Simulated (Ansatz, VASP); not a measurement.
Two plane-wave programs on CdTe

File INCAR:

```
SYSTEM = CdTe
PREC     = Accurate       ! precision mode
ENCUT    = 500            ! plane-wave cutoff, eV
EDIFF    = 1E-6           ! SCF threshold, eV
ISMEAR   = 0              ! smearing method
SIGMA    = 0.1            ! smearing width, eV
LREAL    = .FALSE.        ! projectors in reciprocal space
LASPH    = .TRUE.         ! aspherical terms in the spheres
NELM     = 120            ! most SCF steps
ALGO     = Normal         ! electronic algorithm
ISIF     = 2              ! what is computed and relaxed
LWAVE    = .FALSE.        ! write WAVECAR
LCHARG   = .TRUE.         ! write CHGCAR
LELF     = .TRUE.         ! ELF
LVHAR    = .TRUE.       
NBANDS   = 16             ! bands
GGA_COMPAT= .FALSE.
```

Contents of KPOINTS:

```
regular mesh
0
G
  6 6 6
  0 0 0
```

POSCAR

```
CdTe
1.0
    0.0000000000      3.2050000000      3.2050000000
    3.2050000000      0.0000000000      3.2050000000
    3.2050000000      3.2050000000      0.0000000000
Cd Te
1 1
Direct
    0.0000000000      0.0000000000      0.0000000000
    0.2500000000      0.2500000000      0.2500000000
```

Input for Ansatz:

```yaml
crystal:
  lattice:
    - [0.0, 3.205, 3.205]
    - [3.205, 0.0, 3.205]
    - [3.205, 3.205, 0.0]
  atoms:
    - { symbol: Cd, position: [0.0, 0.0, 0.0] }
    - { symbol: Te, position: [0.25, 0.25, 0.25] }
basis:
  ecutwfc: 420
kpoints:
  mp_grid: { grid: [6, 6, 6] }
hamiltonian:
  xc: lda
scf:
  occupations: { method: gaussian, width: 0.1 }
output:
  forces: true
  stress: true
  eigenvalues: true
```

Alike in both runs: task single point; functional LDA; k mesh 6 × 6 × 6; occupations gaussian, width 0.1 eV; no spin polarisation.

|  | VASP | Ansatz |
| --- | --- | --- |
| version | VASP 6.6.1 | Ansatz 0.2.0 |
| potentials or method | VASP PAW LDA potentials, release 64 (Cd, Te), cutoff 500 eV | scalar-relativistic, plane waves, PAW |
| valence electrons in the cell | 18 | 36 |

|  | VASP | Ansatz | Ansatz less VASP |
| --- | --- | --- | --- |
| gap on the k mesh at the Fermi level (eV) | 0.65 | 0.61 | -0.042 |
| least direct gap on the mesh (eV) | 0.65 | 0.61 | -0.042 |
| pressure (GPa) | 0.3 | 0.0 | -0.27 |

LDA's correlation is that of Perdew and Zunger in VASP and of Perdew and Wang (1992) in Ansatz. VASP's potentials hold 18 valence electrons a cell and Ansatz's 36, so a difference there can come from the potentials and not from the codes.

Neither program's run includes spin-orbit coupling.
